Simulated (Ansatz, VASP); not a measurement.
## W in VASP and in Ansatz

```
CELL_PARAMETERS angstrom
0.00000 1.98642 1.98642
1.98642 0.00000 1.98642
1.98642 1.98642 0.00000
ATOMIC_POSITIONS crystal
W 0.00000 0.00000 0.00000
```

Alike in both runs: functional LDA; k mesh 18 × 18 × 18; occupations fermi-dirac, width 0.05 eV; no spin polarisation.

Ansatz relaxed the structure, and its values are those at the end. VASP's run is a single point on that final structure, the one shown.

|  | VASP | Ansatz |
| --- | --- | --- |
| version | VASP 6.6.1 | Ansatz 0.2.0 |
| potentials or method | VASP PAW LDA potentials, release 64 (W_sv) | PAW with Ansatz's default frozen-core files, scalar-relativistic |
| plane-wave cutoff (eV) | 520 | 420 |
| valence electrons in the cell | 14 | 14 |

|  | VASP | Ansatz | Ansatz less VASP |
| --- | --- | --- | --- |
| pressure (GPa) | 1.8 | 0.0 | -1.85 |

LDA's correlation is that of Perdew and Zunger in VASP and of Perdew and Wang (1992) in Ansatz.

Spin-orbit coupling is off throughout.
